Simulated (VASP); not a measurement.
# B (Cmcm) in VASP: single point with PBE

Aim: the single point of B with PBE.

Program: VASP 6.6.1. These are calculated values, not measurements. Logs are shortened: lines on timing, memory, paths and dates and some standing lists are left out, and cuts for length are marked.

## 1. The cell of the first run

It takes space group Cmcm (No. 63, orthorhombic). Conventional cell: a = 4.958 Å, b = 3.978 Å, c = 3.315 Å, α = 90.00°, β = 90.00°, γ = 90.00°. Within 2.2 Å of B (site symmetry m) lie 7 B at 1.64 to 2.16 Å.

## 2. Single point, PBE

The input, INCAR:

```
PREC = Accurate ; ENCUT = 520
EDIFF = 1E-7 ; ISMEAR = 0
SIGMA = 0.1 ; LREAL = F
LASPH = T ; NELM = 80
ALGO = Normal ; ISIF = 2
LWAVE = F ; LCHARG = F
GGA = PE ; NBANDS = 14
```

The input, KPOINTS:

```
Automatic mesh
0
Gamma
  6 6 6
```

The input, POSCAR:

```
B
1.0
    2.4790534200     -1.9891399200      0.0000000000
    2.4790534200      1.9891399200      0.0000000000
    0.0000000000      0.0000000000      3.3151434100
B
4
Direct
    0.1681901400      0.5014612900      0.2500000000
    0.8318098600      0.4985387100      0.7500000000
    0.4985387100      0.8318098600      0.2500000000
    0.5014612900      0.1681901400      0.7500000000
```

Potentials or basis: VASP PAW PBE potentials, release 64 (B).

The run is started by

```bash
$ cat potpaw_PBE.64/B/POTCAR > POTCAR
$ mpirun -np 1 vasp_std > vasp.out
```

OUTCAR:

```text
PREC = Accurate
   ENCUT = 520
   EDIFF = 1E-7
   ISMEAR = 0
   LREAL = F
   LASPH = T
   NELM = 80
   ISIF = 2
   GGA = PE

 ion  position               nearest neighbor table
   1  0.168  0.501  0.250-   3 1.64   2 1.97   2 1.97   4 2.12   4 2.12   3 2.16   3 2.16
   2  0.832  0.499  0.750-   4 1.64   1 1.97   1 1.97   3 2.12   3 2.12   4 2.16   4 2.16
   3  0.499  0.832  0.250-   1 1.64   4 1.97   4 1.97   2 2.12   2 2.12   1 2.16   1 2.16
   4  0.501  0.168  0.750-   2 1.64   3 1.97   3 1.97   1 2.12   1 2.12   2 2.16   2 2.16

  LATTYP: Found a base centered orthorhombic cell.
 ALAT       =     3.9782798400
 B/A-ratio  =     1.2462941370
 C/A-ratio  =     0.8333107633

  Lattice vectors:

 A1 = (  -2.4790534200,  -1.9891399200,   0.0000000000)
 A2 = (   2.4790534200,  -1.9891399200,   0.0000000000)
 A3 = (   0.0000000000,   0.0000000000,   3.3151434100)

Analysis of symmetry for initial positions (statically):
=====================================================================
 Subroutine PRICEL returns:
 Original cell was already a primitive cell.

 Routine SETGRP: Setting up the symmetry group for a
 base centered orthorhombic supercell.

 Subroutine GETGRP returns: Found  8 space group operations
 (whereof  4 operations were pure point group operations)
 out of a pool of  8 trial point group operations.

The static configuration has the point symmetry C_2h.
 The point group associated with its full space group is D_2h.

Analysis of symmetry for dynamics (positions and initial velocities):
=====================================================================
 Subroutine PRICEL returns:
 Original cell was already a primitive cell.

 Routine SETGRP: Setting up the symmetry group for a
 base centered orthorhombic supercell.

 Subroutine GETGRP returns: Found  8 space group operations
 (whereof  4 operations were pure point group operations)
 out of a pool of  8 trial point group operations.

The dynamic configuration has the point symmetry C_2h.
 The point group associated with its full space group is D_2h.

 Subroutine INISYM returns: Found  8 space group operations
 (whereof  4 operations are pure point group operations),
 and found     1 'primitive' translations

----------------------------------------------------------------------------------------

                                     Primitive cell

  volume of cell :      32.6952

  direct lattice vectors                    reciprocal lattice vectors
     2.479053420 -1.989139920  0.000000000     0.201689885 -0.251364922  0.000000000
     2.479053420  1.989139920  0.000000000     0.201689885  0.251364922  0.000000000
     0.000000000  0.000000000  3.315143410     0.000000000  0.000000000  0.301646076

  length of vectors
     3.178424685  3.178424685  3.315143410     0.322278038  0.322278038  0.301646076

  position of ions in fractional coordinates (direct lattice)
     0.168190140  0.501461290  0.250000000
     0.831809860  0.498538710  0.750000000
     0.498538710  0.831809860  0.250000000
     0.501461290  0.168190140  0.750000000

  ion indices of the primitive-cell ions
   primitive index   ion index
                 1           1
                 2           2
                 3           3
                 4           4

----------------------------------------------------------------------------------------

 KPOINTS: Automatic mesh

Automatic generation of k-mesh.
 Grid dimensions read from file:
 generate k-points for:    6    6    6

 Generating k-lattice:

  Cartesian coordinates                     Fractional coordinates (reciprocal lattice)
     0.033614981 -0.041894154  0.000000000     0.166666667  0.000000000  0.000000000
     0.033614981  0.041894154  0.000000000     0.000000000  0.166666667  0.000000000
     0.000000000  0.000000000  0.050274346     0.000000000  0.000000000  0.166666667

  Length of vectors
     0.053713006  0.053713006  0.050274346

  Shift w.r.t. Gamma in fractional coordinates (k-lattice)
     0.000000000  0.000000000  0.000000000

 Subroutine IBZKPT returns following result:
 ===========================================

 Found     52 irreducible k-points:

 Following reciprocal coordinates:
            Coordinates               Weight
  0.000000  0.000000  0.000000      1.000000
  0.166667  0.000000  0.000000      4.000000
  0.333333 -0.000000  0.000000      4.000000
  0.500000  0.000000  0.000000      2.000000
  0.166667  0.166667  0.000000      2.000000
  0.333333  0.166667  0.000000      4.000000
[... 16 lines left out ...]
  0.333333  0.333333  0.166667      4.000000
  0.500000  0.333333  0.166667      8.000000
 [... further k-points ...]
   k-points           NKPTS =     52   k-points in BZ     NKDIM =     52   number of bands    NBANDS=     14
   number of dos      NEDOS =    301   number of ions     NIONS =      4
   total plane-waves  NPLWV =  16128
   dimension x,y,z NGX =    24 NGY =   24 NGZ =   28
   dimension x,y,z NGXF=    48 NGYF=   48 NGZF=   56
   ions per type =               4
   NGX,Y,Z   is equivalent  to a cutoff of  12.55, 12.55, 14.04 a.u.
   NGXF,Y,Z  is equivalent  to a cutoff of  25.11, 25.11, 28.08 a.u.
 SYSTEM =  unknown system
   PREC   = accura    normal or accurate (medium, high low for compatibility)
   ISTART =      0    job   : 0-new  1-cont  2-samecut
   ICHARG =      2    charge: 1-file 2-atom 10-const
   ISPIN  =      1    spin polarized calculation?
   LNONCOLLINEAR =      F non collinear calculations
   LSORBIT =      F    spin-orbit coupling
   LASPH  =      T    aspherical Exc in radial PAW
   ENCUT  =  520.0 eV  38.22 Ry    6.18 a.u.   5.91  5.91  6.16*2*pi/ulx,y,z
   NELM   =     80;   NELMIN=  2; NELMDL= -5     # of ELM steps
   EDIFF  = 0.1E-06   stopping-criterion for ELM
   LREAL  =      F    real-space projection
   EDIFFG = 0.1E-05   stopping-criterion for IOM
   NSW    =      0    number of steps for IOM
   IBRION =     -1    ionic relax: 0-MD 1-quasi-New 2-CG
   NFREE  =      0    steps in history (QN), initial steepest desc. (CG)
   ISIF   =      2    stress and relaxation
   ISYM   =      2    0-nonsym 1-usesym 2-fastsym
   POTIM  = 0.5000    time-step for ionic-motion
   TEBEG  =    0.0;   TEEND  =   0.0 temperature during run
   PSTRESS=    0.0 pullay stress
   NELECT =      12.0000    total number of electrons
   NUPDOWN=      -1.0000    fix difference up-down
   EMIN   =  10.00;   EMAX   =-10.00  energy-range for DOS
   EFERMI =   0.00;   METHOD = LEGACY
   ISMEAR =     0;   SIGMA  =   0.10  broadening in eV -4-tet -1-fermi 0-gaus
   EFERMI_NEDOS =   21; number of points for ismear=-14 and -15
   IALGO  =     38    algorithm
   IMIX   =      4    mixing-type and parameters
     AMIX     =   0.40;   BMIX     =  1.00
     AMIX_MAG =   1.60;   BMIX_MAG =  1.00
  volume/ion in A,a.u.               =       8.17        55.16
  Fermi-wavevector in a.u.,A,eV,Ry     =   1.172125  2.214996 18.692744  1.373878
  Thomas-Fermi vector in A             =   2.308559
   LORBIT       =      0    0 simple, 1 ext, 2 COOP (PROOUT), +10 PAW based schemes
   GGA     = PE    functional components
   LHFCALC =     F    Hartree Fock is set to
   AEXX    =    0.0000 exact exchange contribution
   IVDW    =     0    specifies the selected vdW correction
   LEPSILON=     F    determine dielectric tensor
   LRPA    =     F    only Hartree local field effects (RPA)
 non-spin polarized calculation
 Gauss-broadening in eV      SIGMA  =   0.10
  energy-cutoff  :      520.00
  volume of cell :       32.70
 maximum number of plane-waves:       900
   NGX = 11   NGY = 11   NGZ = 13

 number of electron      12.0000000 magnetization

 Free energy of the ion-electron system (eV)
  ---------------------------------------------------
  ext. energy  EPLUGINS =         0.00000000
  ---------------------------------------------------
  free energy    TOTEN  =       -23.79732778 eV

  energy without entropy =      -23.79100343  energy(sigma->0) =      -23.79416561

 E-fermi :   5.0318     XC(G=0): -11.3247

 val. band max:        5.0097445099   @ k =  -0.1667   0.1667   0.1667
 cond. band min:       5.0390824914   @ k =   0.3333   0.3333   0.3333
 fundamental gap:      0.0293379815
 Fermi energy:         5.0318355670

 k-point     1 :       0.0000    0.0000    0.0000
  band No.  band energies     occupation
      1      -9.0297      2.00000
      2       0.0756      2.00000
      3       1.9794      2.00000
      4       2.1772      2.00000
      5       2.7510      2.00000
      6       3.6521      2.00000
      7       6.1547      0.00000
      8       9.0104      0.00000
      9       9.9903      0.00000
     10      12.8234      0.00000
     11      13.1332      0.00000
     12      13.5452      0.00000
     13      13.6837      0.00000
     14      15.2864      0.00000

 k-point     2 :       0.1667    0.0000    0.0000
  band No.  band energies     occupation
      1      -8.6898      2.00000
      2      -0.5622      2.00000
      3       0.4374      2.00000
      4       1.9517      2.00000
      5       3.5339      2.00000
      6       4.8809      1.96718
      7       6.2956      0.00000
      8       8.4961      0.00000
      9       9.7247      0.00000
     10      11.4527      0.00000
     11      14.0755      0.00000
     12      14.3592      0.00000
     13      14.4693      0.00000
     14      15.1907      0.00000

 k-point     3 :       0.3333   -0.0000    0.0000
  band No.  band energies     occupation
      1      -7.6927      2.00000
      2      -3.4003      2.00000
      3       1.4764      2.00000
      4       1.9605      2.00000
      5       3.5688      2.00000
      6       5.8467      0.00000
      7       6.0092      0.00000
      8       6.4339      0.00000
      9      10.0991      0.00000
     10      11.5863      0.00000
     11      13.8778      0.00000
     12      14.8260      0.00000
     13      15.5715      0.00000
     14      16.3593      0.00000
[... 324 lines left out ...]
 k-point    23 :       0.3333    0.3333    0.1667
  band No.  band energies     occupation
      1      -6.6510      2.00000
      2      -1.5770      2.00000
      3      -0.5378      2.00000
      4       0.3587      2.00000
      5       0.7600      2.00000
      6       4.5276      2.00000
      7       6.4151      0.00000
      8       8.0730      0.00000
      9       9.8024      0.00000
     10      11.5384      0.00000
     11      13.5974      0.00000
     12      14.7063      0.00000
     13      16.4514      0.00000
     14      18.8794      0.00000

 k-point    24 :       0.5000    0.3333    0.1667
  band No.  band energies     occupation
      1      -5.3997      2.00000
      2      -3.5010      2.00000
      3      -1.5099      2.00000
      4       1.4067      2.00000
      5       1.5879      2.00000
      6       3.4226      2.00000
      7       5.6933      0.00000
      8       9.2538      0.00000
      9       9.7775      0.00000
     10      10.8013      0.00000
     11      14.6812      0.00000
     12      15.1349      0.00000
     13      17.0464      0.00000
     14      19.4572      0.00000

 [... further k-points ...]
[... 5 lines left out ...]
  --------------------------------------------------------------------------------------
  -------------------------------------------------------------------------------------
  Total        6.0490119     -9.6642469     -9.9142086      0.0000000      0.0000000      0.0000000
  in kB      296.4227211   -473.5818666   -485.8308617      0.0000000      0.0000000      0.0000000
  external PRESSURE =    -220.9966690 kB  Pullay stress =       0.0000000 kB

 VOLUME and BASIS-vectors are now :
 -----------------------------------------------------------------------------
  energy-cutoff  :      520.00
  volume of cell :       32.70
      direct lattice vectors                 reciprocal lattice vectors
     2.479053420 -1.989139920  0.000000000     0.201689885 -0.251364922  0.000000000
     2.479053420  1.989139920  0.000000000     0.201689885  0.251364922  0.000000000
     0.000000000  0.000000000  3.315143410     0.000000000  0.000000000  0.301646076

 POSITION                                       TOTAL-FORCE (eV/Angst)
 -----------------------------------------------------------------------------------
      1.66010      0.66292      0.82879        -1.266284     -0.422785      0.000000
      3.29801     -0.66292      2.48636         1.266284      0.422785      0.000000
      3.29801      0.66292      0.82879         1.266284     -0.422785     -0.000000
      1.66010     -0.66292      2.48636        -1.266284      0.422785      0.000000
 -----------------------------------------------------------------------------------
    total drift:                               -0.000000      0.000000     -0.000000

  FREE ENERGIE OF THE ION-ELECTRON SYSTEM (eV)
  ---------------------------------------------------
  free  energy   TOTEN  =       -23.7973277848 eV

  energy  without entropy=      -23.7910034301  energy(sigma->0) =      -23.79416561
```

It took 31 s on 1 thread of Intel Xeon 8259CL, shared host; peak memory 0.14 GiB.

Results:

| Property | Result |
| --- | --- |
| Free energy | -23.7973 eV |
| Pressure | -22.1 GPa |
| Largest force | 1.335 eV/Å |
| Band gap on the k mesh | zero (band 6 reaches 6.22 eV, above the bottom of band 7 at 4.33 eV) |

Forces in eV/Å, atoms in the order of the input:
```
B   -1.266 -0.423  0.000
B    1.266  0.423  0.000
B    1.266 -0.423  0.000
B   -1.266  0.423  0.000
```

Levels at points of the mesh, in eV from the Fermi level:
```csv
k point,band 3,band 4,band 5,band 6,band 7,band 8,band 9,band 10
"(0.00, 0.00, 0.00)",-3.05,-2.85,-2.28,-1.38,1.12,3.98,4.96,7.79
"(0.50, 0.00, 0.00)",-2.98,-2.45,-1.62,-0.68,0.83,1.95,5.04,6.21
"(0.50, 0.50, 0.00)",-6.19,-5.68,-1.45,0.20,1.87,2.00,3.47,5.12
"(0.00, 0.00, 0.50)",-1.53,-1.53,-0.85,-0.85,2.10,2.10,3.83,3.83
"(0.50, 0.00, 0.50)",-7.51,-7.51,-1.53,-1.53,5.25,5.25,6.90,6.90
"(0.50, 0.50, 0.50)",-6.62,-6.62,-4.72,-4.72,-0.70,-0.70,10.74,10.74
```

Caveat: forces of over 1 eV/Å act on the atoms, so gaps and moduli don't describe the material at rest.
